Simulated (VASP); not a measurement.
A run of VASP 6.6.1 is set up as follows.

INCAR

```
PREC = Accurate
ENCUT = 520
EDIFF = 1E-6
ISMEAR = 0
SIGMA = 0.15
LREAL = F
LASPH = T
NELM = 60
ALGO = Fast
ISIF = 2
LWAVE = F
LCHARG = F
GGA = PS
NBANDS = 21
```

File KPOINTS:

```
Automatic mesh
0
Gamma
  12 12 6
```

File POSCAR:

```
AlNi
1.0
    2.8621655516      0.0000000000      0.0000000000
    0.0000000000      2.8621655516      0.0000000000
    0.0000000000      0.0000000000      5.7243311031
Al Ni
2 2
Direct
   -0.0135311999      0.0371977804      0.4973535257
    0.0135311999     -0.0371977804      0.0026464743
    0.4752807721      0.5420607468      0.2624744151
    0.5247192279      0.4579392532      0.7375255849
```

Potentials or basis: VASP PAW PBE potentials, release 64 (Al, Ni).

The run is started by

```sh
$ cat potpaw_PBE.64/Al/POTCAR potpaw_PBE.64/Ni/POTCAR > POTCAR
$ mpirun -np 1 vasp_std > vasp.out
```

Task: Estimate the largest force.

Result: 1.474 eV/Å.

Task: What does it give for the band gap on the k mesh?

Result: Zero (bands 13 and 14 overlap by 2.80 eV).

Task: Estimate the pressure.

Result: 3.0 GPa.

Stress tensor (GPa, compression positive):
```
 2.97 -1.83 -0.84
-1.83  1.94  1.23
-0.84  1.23  4.21
```

Caveat: the cell stands under pressure; the PAW data sets were made with another functional, which shifts forces and pressure a little. Spin polarisation is off, so any magnetic state and its effect on volume and gap are missing.
